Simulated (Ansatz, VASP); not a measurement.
# One calculation of Ti8O17, two programs

```
CELL_PARAMETERS angstrom
4.64354 4.64354 0.00000
-4.64354 4.64354 0.00000
0.00000 0.00000 5.92737
ATOMIC_POSITIONS crystal
Ti 0.98570 0.49653 0.95992
Ti 0.50130 0.01382 0.96859
Ti 0.00030 0.99735 0.21819
Ti 0.51214 0.51198 0.21761
Ti 0.99993 0.50799 0.47382
Ti 0.50310 0.01733 0.47131
Ti 0.99685 0.01286 0.72069
Ti 0.49612 0.51426 0.71746
O 0.19266 0.42120 0.22221
O 0.70517 0.01167 0.27221
O 0.98467 0.20260 0.01681
O 0.50831 0.71880 0.02148
O 0.99408 0.79272 0.02213
O 0.51603 0.30940 0.01576
O 0.29203 0.00861 0.27619
O 0.80187 0.51165 0.26377
O 0.20533 0.50747 0.78049
O 0.70298 0.02077 0.76884
O 0.99929 0.21583 0.52383
O 0.52265 0.73074 0.54291
O 0.98357 0.80381 0.53182
O 0.49389 0.31418 0.51062
O 0.29174 0.01399 0.77818
O 0.79609 0.49935 0.74589
O 0.24177 0.61313 0.33333
```

Alike in both runs: functional PBE; k mesh 1 × 1 × 1; occupations fermi-dirac, width 0.01 eV; no spin polarisation.

Ansatz relaxed the structure, and its values are those at the end. VASP's run is a single point on that final structure, the one shown.

|  | VASP | Ansatz |
| --- | --- | --- |
| version | VASP 6.6.1 | Ansatz 0.2.0 |
| potentials or method | VASP PAW PBE potentials, release 64 (Ti_sv, O), cutoff 520 eV | plane-wave PAW DFT |
| valence electrons in the cell | 198 | 198 |

|  | VASP | Ansatz | Ansatz less VASP |
| --- | --- | --- | --- |
| rms of the force components (eV/Å) | 0.073 | 0.003 | -0.0701 |

The functional is the same, so the differences come from potentials, cutoffs and numerics.
